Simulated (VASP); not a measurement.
Input of a VASP 6.6.1 run:

File INCAR:

```
PREC     = Accurate       # precision mode
ENCUT    = 520            # plane-wave cutoff, eV
EDIFF    = 1E-6           # SCF threshold, eV
ISMEAR   = 0              # smearing method
SIGMA    = 0.1            # smearing width, eV
LREAL    = F              # projectors in reciprocal space
LASPH    = T              # aspherical terms in the spheres
NELM     = 60             # most SCF steps
ALGO     = Normal         # electronic algorithm
ISIF     = 2              # what is computed and relaxed
LWAVE    = F              # write WAVECAR
LCHARG   = T              # write CHGCAR
GGA      = PS             # functional
LELF     = T              # ELF
LVHAR    = T            
NBANDS   = 41             # bands
```

The input KPOINTS:

```
Automatic mesh
0
Gamma
  9 9 2
```

File POSCAR:

```
AlCr2C
1.0
    2.8251010646      0.0000000000      0.0000000000
   -1.4125505323      2.4466092902      0.0000000000
    0.0000000000      0.0000000000     12.6013736800
Al Cr C
2 4 2
Direct
    0.6666666700      0.3333333300      0.2500000000
    0.3333333300      0.6666666700      0.7500000000
    0.3333333300      0.6666666700      0.4149411600
    0.6666666700      0.3333333300      0.9149411600
    0.6666666700      0.3333333300      0.5850588400
    0.3333333300      0.6666666700      0.0850588400
    0.0000000000      0.0000000000      0.5000000000
    0.0000000000      0.0000000000      0.0000000000
```

Potentials or basis: VASP PAW PBE potentials, release 64 (Al, Cr_pv, C).

Command:

```bash
$ cat potpaw_PBE.64/Al/POTCAR potpaw_PBE.64/Cr_pv/POTCAR potpaw_PBE.64/C/POTCAR > POTCAR
$ mpirun -np 1 vasp_std > vasp.out
```

Task: Estimate the band gap on the k mesh.

Result: Zero (band 31 reaches 10.43 eV, above the bottom of band 32 at 9.65 eV).

Task: What does it give for the largest force?

Result: 0.261 eV/Å.

Task: Estimate the pressure.

Result: -2.9 GPa.

Forces in eV/Å, atoms in the order of the input:
```
Al   0.000  0.000  0.000
Al   0.000  0.000  0.000
Cr   0.000  0.000  0.261
Cr   0.000  0.000  0.261
Cr   0.000  0.000 -0.261
Cr   0.000  0.000 -0.261
C    0.000  0.000  0.000
C    0.000  0.000  0.000
```

Caveat: the PAW data sets were made with another functional, which shifts forces and pressure a little. Spin polarisation is off, so any magnetic state and its effect on volume and gap are missing.
